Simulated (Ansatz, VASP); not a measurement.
**Two plane-wave programs on Ti2O**

```xyz
3
Lattice="2.9533 0.0000 0.0000 -1.4767 2.5576 0.0000 0.0000 0.0000 4.7292" Properties=species:S:1:pos:R:3 pbc="T T T"
Ti    1.4767    0.8525    1.2395
Ti    0.0000    1.7051    3.4897
O     0.0000    0.0000    0.0000
```

Alike in both runs: functional PBEsol; k mesh 18 × 18 × 10; occupations fermi-dirac, width 0.15 eV; no spin polarisation.

Ansatz relaxed the structure, and its values are those at the end. VASP's run is a single point on that final structure, the one shown.

|  | VASP | Ansatz |
| --- | --- | --- |
| version | VASP 6.6.1 | Ansatz 0.2.0 |
| potentials or method | VASP PAW PBE potentials, release 64 (Ti_sv, O), cutoff 520 eV | scalar-relativistic, plane waves, PAW |
| valence electrons in the cell | 30 | 30 |

|  | VASP | Ansatz | Ansatz less VASP |
| --- | --- | --- | --- |
| gap on the k mesh at the Fermi level (eV) | none | none | - |
| pressure (GPa) | 0.4 | 0.0 | -0.37 |
| rms of the force components (eV/Å) | 0.022 | 0.000 | -0.0224 |

VASP's potentials were made for PBE, not for PBEsol. A gap of «none» marks a metal or a gap that the smearing closes. With one functional, cell and mesh, what is left measures potentials, basis and numerics.
